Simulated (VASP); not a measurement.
A run of VASP 6.6.1 is set up as follows.

Contents of INCAR:

```
PREC = Accurate
ENCUT = 600
EDIFF = 1E-6
ISMEAR = -1
SIGMA = 0.05
LREAL = F
LASPH = T
NELM = 120
ALGO = Normal
ISIF = 2
LWAVE = F
LCHARG = F
GGA = PE
IVDW = 12
NBANDS = 22
GGA_COMPAT = F
```

Contents of KPOINTS:

```
regular mesh
0
Gamma
  9 9 9
```

File POSCAR:

```
As
1.0
    1.8926420653      1.0927174059      3.3685585402
   -1.8926420653      1.0927174059      3.3685585402
    0.0000000000     -2.1854348118      3.3685585402
As
2
Direct
    0.2301515075      0.2301515075      0.2301515075
    0.7698484925      0.7698484925      0.7698484925
```

Potentials or basis: VASP PAW PBE potentials, release 64 (As_d).

Command:

```bash
$ cat potpaw_PBE.64/As_d/POTCAR > POTCAR
$ mpirun -np 1 vasp_std > vasp.out
```

Problem. Estimate the dispersion energy per atom.

Solution. -0.433 eV.

Problem. Predict the largest force.

Solution. 0.014 eV/Å.

Forces on the atoms (eV/Å):
```
As   0.000  0.000  0.014
As   0.000  0.000 -0.014
```
